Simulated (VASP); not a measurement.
Wanted: the native input for a VASP 6.6.1 run.

* Task: single point
* Functional: PBE
* Potentials or basis: VASP PAW PBE potentials, release 64 (Zr_sv, N)
* Cutoff: 600 eV
* k mesh: 20 × 20 × 20
* Occupations: gaussian, width 0.1 eV
* Spin: no spin polarisation
* Dipole correction: no
* Further INCAR settings: ALGO = Normal; EDIFF = 1e-06; NBANDS = 16

The structure of ZrN lies in POSCAR:

```
ZrN
1.0
    0.0000000000      2.2973276707      2.2973276707
    2.2973276707      0.0000000000      2.2973276707
    2.2973276707      2.2973276707      0.0000000000
Zr N
1 1
Direct
    0.0000000000      0.0000000000      0.0000000000
    0.5000000000      0.5000000000      0.5000000000
```

These files were run (other wordings do the same):

INCAR

```
SYSTEM = ZrN
ALGO = Normal
EDIFF = 1E-6
ENCUT = 600
GGA = PE
GGA_COMPAT = .FALSE.
ISIF = 2
ISMEAR = 0
LASPH = .TRUE.
LCHARG = .TRUE.
LELF = .TRUE.
LREAL = .FALSE.
LVHAR = .TRUE.
LWAVE = .FALSE.
NBANDS = 16
NELM = 120
PREC = Accurate
SIGMA = 0.1
```

KPOINTS

```
k-points
0
G
  20 20 20
  0 0 0
```

Potentials or basis: VASP PAW PBE potentials, release 64 (Zr_sv, N).

Launch:

```sh
$ cat potpaw_PBE.64/Zr_sv/POTCAR potpaw_PBE.64/N/POTCAR > POTCAR
$ mpirun -np 1 vasp_std > vasp.out
```

Results of the run:

The pressure is 0.1 GPa and the band gap on the k mesh is zero (an odd number of electrons rules out a gap without spin polarisation).

Run time: 3.4 min on 1 thread of Intel Xeon 8259CL (shared host), peak memory 0.26 GiB.
